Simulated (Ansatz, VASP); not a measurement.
# Two plane-wave programs on Cd

INCAR

```
PREC     = Accurate       # precision mode
ENCUT    = 520            # plane-wave cutoff, eV
EDIFF    = 1E-6           # SCF threshold, eV
ISMEAR   = 0              # smearing method
SIGMA    = 0.1            # smearing width, eV
LREAL    = F              # projectors in reciprocal space
LASPH    = T              # aspherical terms in the spheres
NELM     = 60             # most SCF steps
ALGO     = Normal         # electronic algorithm
ISIF     = 2              # what is computed and relaxed
LWAVE    = F              # write WAVECAR
LCHARG   = F              # write CHGCAR
GGA      = PS             # functional
NBANDS   = 12             # bands
```

KPOINTS

```
Automatic mesh
0
Gamma
  9 9 6
```

The input POSCAR:

```
Cd
1.0
    3.0050804100      0.0000000000      0.0000000000
   -1.5025402050      2.6024759754      0.0000000000
    0.0000000000      0.0000000000      2.8078720081
Cd
1
Direct
    0.0000000000      0.0000000000      0.0000000000
```

Input for Ansatz:

```yaml
crystal:
  lattice:
    - [3.00508041, 0.0, 0.0]
    - [-1.502540205, 2.6024759754, 0.0]
    - [0.0, 0.0, 2.8078720081]
  atoms:
    - { symbol: Cd, position: [0.0, 0.0, 0.0] }
basis:
  ecutwfc: 420
kpoints:
  mp_grid: { grid: [9, 9, 6] }
hamiltonian:
  xc: pbesol
scf:
  occupations: { method: gaussian, width: 0.1 }
  lower_state_search: "off"
output:
  forces: true
  stress: true
  eigenvalues: true
```

Alike in both runs: task single point; functional PBEsol; k mesh 9 × 9 × 6; occupations gaussian, width 0.1 eV; no spin polarisation.

```csv
,VASP,Ansatz
version,VASP 6.6.1,Ansatz 0.2.0
potentials or method,"VASP PAW PBE potentials, release 64 (Cd), cutoff 520 eV","scalar-relativistic, plane waves, PAW"
valence electrons in the cell,12,20
```

VASP gave:

| Item | Value |
| --- | --- |
| gap on the k mesh at the Fermi level (eV) | none |
| pressure (GPa) | 3.5 |
| traceless stress, the component that is largest in VASP (GPa) | 4.56 |

**Question.** Estimate Ansatz's values.

**Answer.** gap on the k mesh at the Fermi level (eV): none; pressure (GPa): 3.1; traceless stress, the component that is largest in VASP (GPa): 4.46.

VASP's potentials were made for PBE, not for PBEsol. A gap of «none» marks a metal or a gap that the smearing closes. VASP's potentials hold 12 valence electrons a cell and Ansatz's 20, so a difference there can come from the potentials and not from the codes.

The k mesh is coarse, so the values compare programs but aren't converged.
